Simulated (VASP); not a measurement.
Sn3Se:

```
Sn Se
1.0
     0.00000    3.73314    3.73314
     3.73314    0.00000    3.73314
     3.73314    3.73314    0.00000
Sn Se
3 1
Direct
  0.25000 0.25000 0.25000
  0.75000 0.75000 0.75000
  0.50000 0.50000 0.50000
  0.00000 0.00000 0.00000
```

* Program: VASP 6.6.1
* Task: relaxation of cell and atoms
* Functional: PBE
* Dispersion: D3(BJ)
* Potentials or basis: VASP PAW PBE potentials, release 64 (Sn_d, Se)
* Cutoff: 600 eV
* k mesh: 10 × 10 × 10
* Occupations: gaussian, width 0.1 eV
* Spin: no spin polarisation

At the start: pressure -2.5 GPa; volume 26.01 Å³/atom.

Problem. Where does the relaxation end?

Solution. Over 3 steps the energy falls by 10.3 meV/atom and the volume is 24.76 Å³/atom (-4.8 %); space group Fm-3m (No. 225, to 0.1 Å) before and after.

The path:
| step | energy change (eV) | largest force (eV/Å) | pressure (GPa) | volume (Å³) |
| --- | --- | --- | --- | --- |
| 1 | 0.0000 | 0.0000 | -2.49 | 104.05 |
| 2 | -0.0394 | 0.0000 | 0.57 | 98.08 |
| 3 | -0.0411 | 0.0000 | 0.03 | 99.02 |

Final structure:
```
Sn Se
1.0
     0.00000    3.67201    3.67201
     3.67201    0.00000    3.67201
     3.67201    3.67201    0.00000
Sn Se
3 1
Direct
  0.25000 0.25000 0.25000
  0.75000 0.75000 0.75000
  0.50000 0.50000 0.50000
  0.00000 0.00000 0.00000
```

Caveat: the highest band is partly filled, so the run has too few bands.
